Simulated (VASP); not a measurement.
Set up this calculation in VASP 6.6.1, as the native input.

| Property | Result |
| --- | --- |
| Task | relaxation of cell and atoms |
| Functional | PBE |
| Potentials or basis | VASP PAW PBE potentials, release 64 (Ga_d, Te, O) |
| Cutoff | 600 eV |
| k mesh | 6 × 6 × 4 |
| Occupations | gaussian, width 0.1 eV |
| Spin | no spin polarisation |
| Dipole correction | no |
| Further INCAR settings | ALGO = Normal; EDIFF = 1e-07; IBRION = 2; EDIFFG = -0.04; NSW = 90; ISIF = 3 |

The structure of Ga2Te2O lies in POSCAR:

```
Ga2Te2O
1.0
    4.8715465658      0.0000000000      0.0000000000
   -2.4357732829      4.2188830817      0.0000000000
    0.0000000000      0.0000000000      7.2073852232
Ga Te O
2 2 1
Direct
    0.3333333333      0.6666666667      0.5000000000
    0.6666666667      0.3333333333      0.5000000000
    0.0000000000      0.0000000000      0.2824531985
    0.0000000000      0.0000000000      0.7175468015
    0.0000000000      0.0000000000      0.0000000000
```

The cell was generated, and may not be a known phase.

One way to write it, as run:

INCAR

```
SYSTEM = Ga2Te2O
PREC     = Accurate       ! precision mode
ENCUT    = 600            ! plane-wave cutoff, eV
EDIFF    = 1E-7           ! SCF threshold, eV
ISMEAR   = 0              ! smearing method
SIGMA    = 0.1            ! smearing width, eV
LREAL    = .FALSE.        ! projectors in reciprocal space
LASPH    = .TRUE.         ! aspherical terms in the spheres
NELM     = 60             ! most SCF steps
ALGO     = Normal         ! electronic algorithm
ISIF     = 3              ! what is computed and relaxed
LWAVE    = .FALSE.        ! write WAVECAR
LCHARG   = .FALSE.        ! write CHGCAR
GGA      = PE             ! functional
IBRION   = 2              ! ionic algorithm
NSW      = 90             ! ionic steps
EDIFFG   = -0.04          ! ionic threshold
```

KPOINTS

```
regular mesh
0
G
  6 6 4
  0 0 0
```

Potentials or basis: VASP PAW PBE potentials, release 64 (Ga_d, Te, O).

Run with:

```bash
$ cat potpaw_PBE.64/Ga_d/POTCAR potpaw_PBE.64/Te/POTCAR potpaw_PBE.64/O/POTCAR > POTCAR
$ mpirun -np 1 vasp_std > vasp.out
```

It gave:

The relaxed volume is 29.05 Å³/atom, the relaxed cell is a = 4.755 Å, b = 4.755 Å, c = 7.417 Å, α = 90.00°, β = 90.00°, γ = 120.00° and the space group after relaxing (to 0.1 Å) is P6/mmm (No. 191). The energy gained by relaxing is 15.1 meV/atom and the ionic steps are 6. The pressure after relaxing is 0.0 GPa, the largest force after relaxing is 0.017 eV/Å and the band gap on the k mesh is zero (bands 22 and 23 overlap by 1.43 eV).

Caveat: spin-orbit coupling is left out, which moves the levels of the heavy elements.

Wall time 15 min on 1 thread of Oxide Virtual Turin-like Processor (shared host), peak memory 0.34 GiB.
